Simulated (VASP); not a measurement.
Wanted: the native input for a VASP 6.6.1 run.

```yaml
Task: single point
Functional: PBEsol
Potentials_or_basis: VASP PAW PBE potentials, release 64 (Re)
Cutoff: 520 eV
k_mesh: 20 × 20 × 20
Occupations: gaussian, width 0.15 eV
Spin: no spin polarisation
Dipole_correction: no
Further_INCAR_settings: ALGO = Fast; EDIFF = 1e-06; NBANDS = 10
```

The structure of Re lies in POSCAR:

```
Re
1.0
    0.0000000000      2.0342500000      1.9750000000
    1.9157500000      0.0000000000      1.9750000000
    1.9157500000      2.0342500000      0.0000000000
Re
1
Direct
    0.0000000000      0.0000000000      0.0000000000
```

This cell differs from its parent crystal: strain -0.0300 x Voigt [1, -1, 0, 0, 0, 0].

These files were run (other wordings do the same):

INCAR

```
SYSTEM = Re
PREC     = Accurate       ! precision mode
ENCUT    = 520            ! plane-wave cutoff, eV
EDIFF    = 1E-6           ! SCF threshold, eV
ISMEAR   = 0              ! smearing method
SIGMA    = 0.15           ! smearing width, eV
LREAL    = .False.        ! projectors in reciprocal space
LASPH    = .True.         ! aspherical terms in the spheres
NELM     = 60             ! most SCF steps
ALGO     = Fast           ! electronic algorithm
ISIF     = 2              ! what is computed and relaxed
LWAVE    = .False.        ! write WAVECAR
LCHARG   = .False.        ! write CHGCAR
GGA      = PS             ! functional
NBANDS   = 10             ! bands
```

KPOINTS

```
regular mesh
0
Gamma
  20 20 20
  0 0 0
```

Potentials or basis: VASP PAW PBE potentials, release 64 (Re).

Launch:

```console
$ cat potpaw_PBE.64/Re/POTCAR > POTCAR
$ mpirun -np 1 vasp_std > vasp.out
```

It gave:

| Item | Value |
| --- | --- |
| Pressure | -18.4 GPa |

Caveat: the cell differs from its parent crystal (strain -0.0300 x Voigt [1, -1, 0, 0, 0, 0]); the PAW data sets were made with another functional, which shifts forces and pressure a little.

It took 75 s on 1 thread of Intel(R) Xeon(R) 6975P-C (Granite Rapids) (shared host), peak memory 0.3 GiB.
